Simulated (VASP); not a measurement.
# Mg (P6_3/mmc) in VASP: further runs

The runs below take Mg through single point, with r2SCAN.

Program: VASP 6.6.1. These are calculated values, not measurements. Logs are shortened: lines on timing, memory, paths and dates and some standing lists are left out, and cuts for length are marked.

### 1 The cell of the first run

The structure is hexagonal, space group P6_3/mmc (No. 194). The conventional cell has a = 3.092 Å, b = 3.092 Å, c = 5.016 Å, α = 90.00°, β = 90.00°, γ = 120.00°. Mg (site symmetry -6m2) has 12 Mg at 3.08 to 3.09 Å within 4.1 Å.

### 2 Single point, r2SCAN (20.76 Å³/atom)

POSCAR

```
Mg
1.0
    3.0921172897      0.0000000000      0.0000000000
   -1.5460586448      2.6778521244      0.0000000000
    0.0000000000      0.0000000000      5.0155339717
Mg
2
Direct
    0.3333333333      0.6666666667      0.2500000000
    0.6666666667      0.3333333333      0.7500000000
```

INCAR.step1

```
SYSTEM = Mg
PREC = Accurate ; ENCUT = 520
ISMEAR = -1 ; SIGMA = 0.1
LREAL = .False. ; LASPH = .True.
NELM = 100 ; NBANDS = 9
GGA = PE ; ALGO = Normal
EDIFF = 1E-4 ; LWAVE = .True.
LCHARG = .False.
```

INCAR.step2

```
SYSTEM = Mg
PREC = Accurate ; ENCUT = 520
EDIFF = 1E-6 ; ISMEAR = -1
SIGMA = 0.1 ; LREAL = .False.
LASPH = .True. ; NELM = 100
ALGO = Normal ; ISIF = 2
LWAVE = .False. ; LCHARG = .False.
METAGGA = R2SCAN ; LMIXTAU = .True.
NBANDS = 9 ; ISTART = 1
```

KPOINTS

```
regular mesh
0
Gamma
  19 19 10
  0 0 0
```

Potentials or basis: VASP PAW PBE potentials, release 64 (Mg).

Command:

```bash
$ cat potpaw_PBE.64/Mg/POTCAR > POTCAR
$ cp INCAR.step1 INCAR
$ mpirun -np 1 vasp_std > vasp.out
$ cp INCAR.step2 INCAR
$ mpirun -np 1 vasp_std > vasp.out
```

OUTCAR:

```text
SYSTEM = Mg
   PREC = Accurate
   ENCUT = 520
   EDIFF = 1E-6
   ISMEAR = -1
   LREAL = .False.
   LASPH = .True.
   NELM = 100
   ISIF = 2
   METAGGA = R2SCAN
   ISTART = 1

 ion  position               nearest neighbor table
   1  0.333  0.667  0.250-   2 3.08   2 3.08   2 3.08   2 3.08   2 3.08   2 3.08
   2  0.667  0.333  0.750-   1 3.08   1 3.08   1 3.08   1 3.08   1 3.08   1 3.08

  LATTYP: Found a hexagonal cell.
 ALAT       =     3.0921172897
 C/A-ratio  =     1.6220387203

  Lattice vectors:

 A1 = (   3.0921172897,   0.0000000000,   0.0000000000)
 A2 = (  -1.5460586448,   2.6778521244,   0.0000000000)
 A3 = (   0.0000000000,   0.0000000000,   5.0155339717)

Analysis of symmetry for initial positions (statically):
=====================================================================
 Subroutine PRICEL returns:
 Original cell was already a primitive cell.

 Routine SETGRP: Setting up the symmetry group for a
 hexagonal supercell.

 Subroutine GETGRP returns: Found 24 space group operations
 (whereof 12 operations were pure point group operations)
 out of a pool of 24 trial point group operations.

The static configuration has the point symmetry D_3d.
 The point group associated with its full space group is D_6h.

Analysis of symmetry for dynamics (positions and initial velocities):
=====================================================================
 Subroutine PRICEL returns:
 Original cell was already a primitive cell.

 Routine SETGRP: Setting up the symmetry group for a
 hexagonal supercell.

 Subroutine GETGRP returns: Found 24 space group operations
 (whereof 12 operations were pure point group operations)
 out of a pool of 24 trial point group operations.

The dynamic configuration has the point symmetry D_3d.
 The point group associated with its full space group is D_6h.

 Subroutine INISYM returns: Found 24 space group operations
 (whereof 12 operations are pure point group operations),
 and found     1 'primitive' translations

----------------------------------------------------------------------------------------

                                     Primitive cell

  volume of cell :      41.5298

  direct lattice vectors                    reciprocal lattice vectors
     3.092117290  0.000000000  0.000000000     0.323402997  0.186716808  0.000000000
    -1.546058645  2.677852124  0.000000000     0.000000000  0.373433615  0.000000000
     0.000000000  0.000000000  5.015533972     0.000000000  0.000000000  0.199380566

  length of vectors
     3.092117290  3.092117290  5.015533972     0.373433615  0.373433615  0.199380566

  position of ions in fractional coordinates (direct lattice)
     0.333333333  0.666666667  0.250000000
     0.666666667  0.333333333  0.750000000

  ion indices of the primitive-cell ions
   primitive index   ion index
                 1           1
                 2           2

----------------------------------------------------------------------------------------

 KPOINTS: regular mesh

Automatic generation of k-mesh.
 Grid dimensions read from file:
 generate k-points for:   19   19   10

 Generating k-lattice:

  Cartesian coordinates                     Fractional coordinates (reciprocal lattice)
     0.017021210  0.009827200  0.000000000     0.052631579  0.000000000  0.000000000
     0.000000000  0.019654401  0.000000000     0.000000000  0.052631579  0.000000000
     0.000000000  0.000000000  0.019938057     0.000000000  0.000000000  0.100000000

  Length of vectors
     0.019654401  0.019654401  0.019938057

  Shift w.r.t. Gamma in fractional coordinates (k-lattice)
     0.000000000  0.000000000  0.000000000

 Subroutine IBZKPT returns following result:
 ===========================================

 Found    240 irreducible k-points:

 Following reciprocal coordinates:
            Coordinates               Weight
  0.000000  0.000000  0.000000      1.000000
  0.052632 -0.000000  0.000000      6.000000
  0.105263 -0.000000  0.000000      6.000000
  0.157895  0.000000  0.000000      6.000000
  0.210526 -0.000000  0.000000      6.000000
  0.263158 -0.000000  0.000000      6.000000
[... 16 lines left out ...]
  0.263158  0.105263  0.000000     12.000000
  0.315789  0.105263  0.000000     12.000000
 [... further k-points ...]
   k-points           NKPTS =    240   k-points in BZ     NKDIM =    240   number of bands    NBANDS=      9
   number of dos      NEDOS =    301   number of ions     NIONS =      2
   total plane-waves  NPLWV =  23040
   dimension x,y,z NGX =    24 NGY =   24 NGZ =   40
   dimension x,y,z NGXF=    48 NGYF=   48 NGZF=   80
   ions per type =               2
   NGX,Y,Z   is equivalent  to a cutoff of  12.90, 12.90, 13.26 a.u.
   NGXF,Y,Z  is equivalent  to a cutoff of  25.81, 25.81, 26.52 a.u.
 SYSTEM =  Mg
   PREC   = accura    normal or accurate (medium, high low for compatibility)
   ISTART =      1    job   : 0-new  1-cont  2-samecut
   ICHARG =      0    charge: 1-file 2-atom 10-const
   ISPIN  =      1    spin polarized calculation?
   LNONCOLLINEAR =      F non collinear calculations
   LSORBIT =      F    spin-orbit coupling
   LASPH  =      T    aspherical Exc in radial PAW
   ENCUT  =  520.0 eV  38.22 Ry    6.18 a.u.   5.75  5.75  9.33*2*pi/ulx,y,z
   NELM   =    100;   NELMIN=  2; NELMDL=  0     # of ELM steps
   EDIFF  = 0.1E-05   stopping-criterion for ELM
   LREAL  =      F    real-space projection
   EDIFFG = 0.1E-04   stopping-criterion for IOM
   NSW    =      0    number of steps for IOM
   IBRION =     -1    ionic relax: 0-MD 1-quasi-New 2-CG
   NFREE  =      0    steps in history (QN), initial steepest desc. (CG)
   ISIF   =      2    stress and relaxation
   ISYM   =      2    0-nonsym 1-usesym 2-fastsym
   POTIM  = 0.5000    time-step for ionic-motion
   TEBEG  =    0.0;   TEEND  =   0.0 temperature during run
   PSTRESS=    0.0 pullay stress
   NELECT =       4.0000    total number of electrons
   NUPDOWN=      -1.0000    fix difference up-down
   EMIN   =  10.00;   EMAX   =-10.00  energy-range for DOS
   EFERMI =   0.00;   METHOD = LEGACY
   ISMEAR =    -1;   SIGMA  =   0.10  broadening in eV -4-tet -1-fermi 0-gaus
   EFERMI_NEDOS =   21; number of points for ismear=-14 and -15
   IALGO  =     38    algorithm
   IMIX   =      4    mixing-type and parameters
     AMIX     =   0.40;   BMIX     =  1.00
     AMIX_MAG =   1.60;   BMIX_MAG =  1.00
  volume/ion in A,a.u.               =      20.76       140.13
  Fermi-wavevector in a.u.,A,eV,Ry     =   0.750427  1.418101  7.661987  0.563140
  Thomas-Fermi vector in A             =   1.847175
   LORBIT       =      0    0 simple, 1 ext, 2 COOP (PROOUT), +10 PAW based schemes
   METAGGA = R2SCAN    functional components
   LHFCALC =     F    Hartree Fock is set to
   AEXX    =    0.0000 exact exchange contribution
   IVDW    =     0    specifies the selected vdW correction
   LEPSILON=     F    determine dielectric tensor
   LRPA    =     F    only Hartree local field effects (RPA)
 non-spin polarized calculation
  energy-cutoff  :      520.00
  volume of cell :       41.53
 maximum number of plane-waves:      1134
 NGX is ok and might be reduce to    24
   NGX = 11   NGY = 11   NGZ = 19

 number of electron       4.0000000 magnetization

 Free energy of the ion-electron system (eV)
  ---------------------------------------------------
  ext. energy  EPLUGINS =         0.00000000
  ---------------------------------------------------
  free energy    TOTEN  =        -8.27045542 eV

  energy without entropy =       -8.24535124  energy(sigma->0) =       -8.25790333

 E-fermi :   3.1857     XC(G=0):  -9.3704

 val. band max:        3.1748859341   @ k =   0.2105   0.0526   0.0000
 cond. band min:       3.1891868868   @ k =   0.4211   0.0526   0.4000
 fundamental gap:      0.0143009527
 Fermi energy:         3.1857297400

 k-point     1 :       0.0000    0.0000    0.0000
  band No.  band energies     occupation
      1      -4.6550      2.00000
      2       1.1187      2.00000
      3       2.0053      1.99999
      4      15.4876      0.00000
      5      15.4876      0.00000
      6      15.8626      0.00000
      7      15.8626      0.00000
      8      16.4055      0.00000
      9      18.6180      0.00000

 k-point     2 :       0.0526   -0.0000    0.0000
  band No.  band energies     occupation
      1      -4.5930      2.00000
      2       1.1753      2.00000
      3       2.0637      1.99997
      4      14.0635      0.00000
      5      14.7616      0.00000
      6      15.5813      0.00000
      7      16.6585      0.00000
      8      17.1537      0.00000
      9      19.1863      0.00000

 k-point     3 :       0.1053   -0.0000    0.0000
  band No.  band energies     occupation
      1      -4.4074      2.00000
      2       1.3449      2.00000
      3       2.2377      1.99985
      4      12.2523      0.00000
      5      13.9663      0.00000
      6      14.7390      0.00000
      7      17.4616      0.00000
      8      17.5140      0.00000
      9      17.6101      0.00000

 k-point     4 :       0.1579    0.0000    0.0000
  band No.  band energies     occupation
      1      -4.0988      2.00000
      2       1.6279      2.00000
      3       2.5231      1.99735
      4      10.4703      0.00000
      5      13.2625      0.00000
      6      13.8018      0.00000
      7      15.6777      0.00000
      8      17.0613      0.00000
      9      18.1994      0.00000
[... 205 lines left out ...]
 k-point    22 :       0.2105    0.1053    0.0000
  band No.  band energies     occupation
      1      -2.9362      2.00000
      2       2.7052      1.98376
      3       3.5268      0.06394
      4       7.3168      0.00000
      5       9.4509      0.00000
      6      12.4525      0.00000
      7      13.5474      0.00000
      8      14.6926      0.00000
      9      15.9632      0.00000

 k-point    23 :       0.2632    0.1053    0.0000
  band No.  band energies     occupation
      1      -2.2702      2.00000
      2       3.3302      0.38159
      3       3.9379      0.00108
      4       5.9985      0.00000
      5       8.9250      0.00000
      6      10.9262      0.00000
      7      12.3679      0.00000
      8      14.2122      0.00000
      9      15.6410      0.00000

 k-point    24 :       0.3158    0.1053    0.0000
  band No.  band energies     occupation
      1      -1.4902      2.00000
      2       3.6978      0.01188
      3       4.0698      0.00029
      4       5.5078      0.00000
      5       8.4609      0.00000
      6       9.5015      0.00000
      7      11.3039      0.00000
      8      13.8565      0.00000
      9      15.3793      0.00000

 [... further k-points ...]

------------------------ aborting loop because EDIFF is reached ----------------------------------------

  FORCE on cell =-STRESS in cart. coord.  units (eV):
  Direction    XX          YY          ZZ          XY          YZ          ZX
  --------------------------------------------------------------------------------------
  -------------------------------------------------------------------------------------
  Total        0.9630400      0.9630400      0.9024774      0.0000000     -0.0000000      0.0000000
  in kB       37.1531098     37.1531098     34.8166677      0.0000000     -0.0000000      0.0000000
  external PRESSURE =      36.3742958 kB  Pullay stress =       0.0000000 kB

 VOLUME and BASIS-vectors are now :
 -----------------------------------------------------------------------------
  energy-cutoff  :      520.00
  volume of cell :       41.53
      direct lattice vectors                 reciprocal lattice vectors
     3.092117290  0.000000000  0.000000000     0.323402997  0.186716808  0.000000000
    -1.546058645  2.677852124  0.000000000     0.000000000  0.373433615  0.000000000
     0.000000000  0.000000000  5.015533972     0.000000000  0.000000000  0.199380566

 POSITION                                       TOTAL-FORCE (eV/Angst)
 -----------------------------------------------------------------------------------
     -0.00000      1.78523      1.25388         0.000000     -0.000000      0.000000
      1.54606      0.89262      3.76165        -0.000000      0.000000      0.000000
 -----------------------------------------------------------------------------------
    total drift:                                0.000000     -0.000000      0.000000

  FREE ENERGIE OF THE ION-ELECTRON SYSTEM (eV)
  ---------------------------------------------------
  free  energy   TOTEN  =        -8.2704554212 eV

  energy  without entropy=       -8.2453512373  energy(sigma->0) =       -8.25790333
```

Wall time 7.5 min (1 thread of AMD EPYC 7R13, shared host); peak memory 0.2 GiB.

Results:

| Item | Value |
| --- | --- |
| Free energy | -8.2705 eV |
| Pressure | 3.6 GPa |
| Band gap on the k mesh | zero (bands 2 and 3 overlap by 2.17 eV) |

Stress tensor (GPa, compression positive):
```
3.72 0.00 0.00
0.00 3.72 0.00
0.00 0.00 3.48
```

Caveat: the cell stands under pressure; the PAW data sets were made with another functional, which shifts forces and pressure a little.

### 3 Single point, r2SCAN (21.67 Å³/atom)

This run uses another cell than the first one, of 21.67 Å³/atom.

POSCAR

```
Mg
1.0
    3.1362963627      0.0000000000      0.0000000000
   -1.5681481813      2.7161123239      0.0000000000
    0.0000000000      0.0000000000      5.0871941387
Mg
2
Direct
    0.3333333333      0.6666666667      0.2500000000
    0.6666666667      0.3333333333      0.7500000000
```

INCAR.step1

```
SYSTEM = Mg
PREC     = Accurate       ! precision mode
ENCUT    = 520            ! plane-wave cutoff, eV
ISMEAR   = -1             ! smearing method
SIGMA    = 0.1            ! smearing width, eV
LREAL    = .FALSE.        ! projectors in reciprocal space
LASPH    = .TRUE.         ! aspherical terms in the spheres
NELM     = 100            ! most SCF steps
NBANDS   = 9              ! bands
GGA      = PE             ! functional
ALGO     = Normal         ! electronic algorithm
EDIFF    = 1E-4           ! SCF threshold, eV
LWAVE    = .TRUE.         ! write WAVECAR
LCHARG   = .FALSE.        ! write CHGCAR
```

INCAR.step2

```
SYSTEM = Mg
PREC     = Accurate       ! precision mode
ENCUT    = 520            ! plane-wave cutoff, eV
EDIFF    = 1E-6           ! SCF threshold, eV
ISMEAR   = -1             ! smearing method
SIGMA    = 0.1            ! smearing width, eV
LREAL    = .FALSE.        ! projectors in reciprocal space
LASPH    = .TRUE.         ! aspherical terms in the spheres
NELM     = 100            ! most SCF steps
ALGO     = Normal         ! electronic algorithm
ISIF     = 2              ! what is computed and relaxed
LWAVE    = .FALSE.        ! write WAVECAR
LCHARG   = .FALSE.        ! write CHGCAR
METAGGA  = R2SCAN         ! meta-GGA
LMIXTAU  = .TRUE.       
NBANDS   = 9              ! bands
ISTART   = 1
```

KPOINTS

```
Automatic mesh
0
G
  19 19 10
  0 0 0
```

Potentials or basis: VASP PAW PBE potentials, release 64 (Mg).

Command:

```bash
$ cat potpaw_PBE.64/Mg/POTCAR > POTCAR
$ cp INCAR.step1 INCAR
$ mpirun -np 1 vasp_std > vasp.out
$ cp INCAR.step2 INCAR
$ mpirun -np 1 vasp_std > vasp.out
```

Wall time 6.8 min (1 thread of AMD EPYC 7R13, shared host); peak memory 0.2 GiB.

The run converged. Its results:

| Quantity | Value |
| --- | --- |
| Free energy | -8.2992 eV |
| Pressure | 1.5 GPa |
| Band gap on the k mesh | zero (bands 2 and 3 overlap by 2.16 eV) |

Stress tensor (GPa, compression positive):
```
1.58 0.00 0.00
0.00 1.58 0.00
0.00 0.00 1.41
```

Levels at points of the mesh, in eV from the Fermi level:
```tsv
k point	band 1	band 2	band 3	band 4	band 5
(0.00, 0.00, 0.00)	-7.65	-2.00	-1.18	12.04	12.04
(0.00, 0.00, 0.50)	-6.11	-6.11	5.59	5.59	12.81
```

Caveat: the PAW data sets were made with another functional, which shifts forces and pressure a little.

### 4 Single point, r2SCAN

This run uses another cell than the first one, of 22.57 Å³/atom.

POSCAR

```
Mg
1.0
    3.1792646660      0.0000000000      0.0000000000
   -1.5896323330      2.7533239661      0.0000000000
    0.0000000000      0.0000000000      5.1568903903
Mg
2
Direct
    0.3333333333      0.6666666667      0.2500000000
    0.6666666667      0.3333333333      0.7500000000
```

INCAR.step1

```
SYSTEM = Mg
ALGO = Normal
EDIFF = 1E-4
ENCUT = 520
GGA = PE
ISMEAR = -1
LASPH = .True.
LCHARG = .False.
LREAL = .False.
LWAVE = .True.
NBANDS = 9
NELM = 100
PREC = Accurate
SIGMA = 0.1
```

INCAR.step2

```
SYSTEM = Mg
ALGO = Normal
EDIFF = 1E-7
ENCUT = 520
ISIF = 2
ISMEAR = -1
ISTART = 1
LASPH = .True.
LCHARG = .False.
LMIXTAU = .True.
LREAL = .False.
LWAVE = .False.
METAGGA = R2SCAN
NBANDS = 9
NELM = 100
PREC = Accurate
SIGMA = 0.1
```

KPOINTS

```
k-points
0
Gamma
  19 19 10
  0 0 0
```

Command:

```bash
$ cat potpaw_PBE.64/Mg/POTCAR > POTCAR
$ cp INCAR.step1 INCAR
$ mpirun -np 1 vasp_std > vasp.out
$ cp INCAR.step2 INCAR
$ mpirun -np 1 vasp_std > vasp.out
```

It took 10 min on 1 thread of AMD EPYC 7R13, shared host; peak memory 0.21 GiB.

It converged, with:

```yaml
Free_energy: -8.3062 eV
Pressure: -0.2 GPa
Band_gap_on_the_k_mesh: zero (bands 2 and 3 overlap by 2.16 eV)
```

Stress tensor (GPa, compression positive):
```
-0.18  0.00  0.00
 0.00 -0.18  0.00
 0.00  0.00 -0.30
```

Levels at points of the mesh, in eV from the Fermi level:
```
           k point  band 1  band 2  band 3  band 4  band 5
(0.00, 0.00, 0.00)   -7.47   -1.93   -1.19   11.79   11.79
(0.00, 0.00, 0.50)   -5.97   -5.97    5.46    5.46   12.56
```

Caveat: the PAW data sets were made with another functional, which shifts forces and pressure a little.

### 5 Single point, r2SCAN (22.57 Å³/atom)

This run uses another cell than the first one, of 22.57 Å³/atom.

POSCAR is that of step 4.

INCAR.step1

```
  PREC = Accurate
  ENCUT = 520
  ISMEAR = -1
  SIGMA = 0.1
  LREAL = F
  LASPH = T
  NELM = 80
  NBANDS = 9
  GGA = PE
  ALGO = Normal
  EDIFF = 1E-4
  LWAVE = T
  LCHARG = F
```

INCAR.step2

```
  PREC = Accurate
  ENCUT = 520
  EDIFF = 1E-6
  ISMEAR = -1
  SIGMA = 0.1
  LREAL = F
  LASPH = T
  NELM = 80
  ALGO = Normal
  ISIF = 2
  LWAVE = F
  LCHARG = T
  METAGGA = R2SCAN
  LMIXTAU = T
  LELF = T
  LVHAR = T
  NBANDS = 9
  ISTART = 1
```

KPOINTS

```
regular mesh
0
Gamma
  19 19 10
```

Command:

```bash
$ cat potpaw_PBE.64/Mg/POTCAR > POTCAR
$ cp INCAR.step1 INCAR
$ mpirun -np 1 vasp_std > vasp.out
$ cp INCAR.step2 INCAR
$ mpirun -np 1 vasp_std > vasp.out
```

Wall time 9.1 min (1 thread of AMD EPYC 7R13, shared host); peak memory 0.21 GiB.

Results (log left out):

* Free energy: -8.3062 eV
* Pressure: -0.2 GPa
* Band gap on the k mesh: zero (bands 2 and 3 overlap by 2.16 eV)

Stress tensor (GPa, compression positive):
```
-0.18  0.00  0.00
 0.00 -0.18  0.00
 0.00  0.00 -0.30
```

Levels at points of the mesh, in eV from the Fermi level:
| k point | band 1 | band 2 | band 3 | band 4 | band 5 | band 6 |
| --- | --- | --- | --- | --- | --- | --- |
| (0.00, 0.00, 0.00) | -7.47 | -1.93 | -1.19 | 11.79 | 11.79 | 11.98 |
| (0.00, 0.00, 0.50) | -5.97 | -5.97 | 5.46 | 5.46 | 12.56 | 12.56 |

Caveat: the PAW data sets were made with another functional, which shifts forces and pressure a little.

### 6 Overview

| cell | gap on the mesh (eV) | pressure (GPa) |
| --- | --- | --- |
| a = 3.092, b = 3.092, c = 5.016 Å, angles 90.0, 90.0, 120.0°, 2 atoms | none | 3.6 |
| a = 3.136, b = 3.136, c = 5.087 Å, angles 90.0, 90.0, 120.0°, 2 atoms | none | 1.5 |
| a = 3.179, b = 3.179, c = 5.157 Å, angles 90.0, 90.0, 120.0°, 2 atoms | none | -0.2 |

Alike in all rows: task single point; level r2SCAN; potentials or basis VASP PAW PBE potentials, release 64 (Mg); no spin polarisation; k mesh 19 × 19 × 10; cutoff (eV) 520; smearing fermi-dirac 0.1 eV.

Caveats: the PAW data sets were made with another functional, which shifts forces and pressure a little; the cell stands under pressure (at least some runs).

Total energies depend on the potentials used, so only differences within one code and one set of settings carry meaning.

The gap in the log of VASP goes by the Fermi energy; the results here count the filled bands.